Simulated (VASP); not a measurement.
Write the native input for VASP 6.6.1 that does the following.

```
Task                   : single point
Functional             : PBE
Potentials or basis    : VASP PAW PBE potentials, release 64 (B, N)
Cutoff                 : 520 eV
k mesh                 : 6 × 6 × 6, shifted
Occupations            : gaussian, width 0.05 eV
Spin                   : no spin polarisation
Dipole correction      : no
Further INCAR settings : ALGO = Normal; EDIFF = 1e-06; NBANDS = 26
```

The structure of BN lies in POSCAR:

```
BN
1.0
    3.6246970237      0.0000000000      0.0000000000
    0.0000000000     -3.6246970237      0.0000000000
    0.0000000000      0.0000000000     -3.6246970237
B N
4 4
Direct
    0.0000000000      0.0000000000      0.0000000000
    0.5000000000      0.5000000000      0.0000000000
    0.5000000000      0.0000000000      0.5000000000
    0.0000000000      0.5000000000      0.5000000000
    0.8216770586      0.6783229414      0.6783229414
    0.2500000000      0.2500000000      0.7500000000
    0.2500000000      0.7500000000      0.2500000000
    0.7500000000      0.2500000000      0.2500000000
```

One way to write it, as run:

INCAR

```
SYSTEM = BN
  ALGO = Normal
  EDIFF = 1E-6
  ENCUT = 520
  GGA = PE
  ISIF = 2
  ISMEAR = 0
  LASPH = .True.
  LCHARG = .True.
  LELF = .True.
  LREAL = .False.
  LVHAR = .True.
  LWAVE = .False.
  NBANDS = 26
  NELM = 60
  PREC = Accurate
  SIGMA = 0.05
```

KPOINTS

```
Automatic mesh
0
Gamma
  6 6 6
  0.5 0.5 0.5
```

Potentials or basis: VASP PAW PBE potentials, release 64 (B, N).

Run with:

```console
$ cat potpaw_PBE.64/B/POTCAR potpaw_PBE.64/N/POTCAR > POTCAR
$ mpirun -np 1 vasp_std > vasp.out
```

Results of the run:

```json
{
  "Pressure": "33.0 GPa",
  "Largest force": "36.765 eV/Å",
  "Band gap on the k mesh": "4.12 eV"
}
```

Caveat: the cell stands under pressure; a shifted mesh leaves out Γ, where band edges can lie; forces of over 1 eV/Å act on the atoms, so gaps and moduli don't describe the material at rest.

Wall time 74 s on 1 thread of AMD EPYC 7R13 (shared host), peak memory 0.13 GiB.
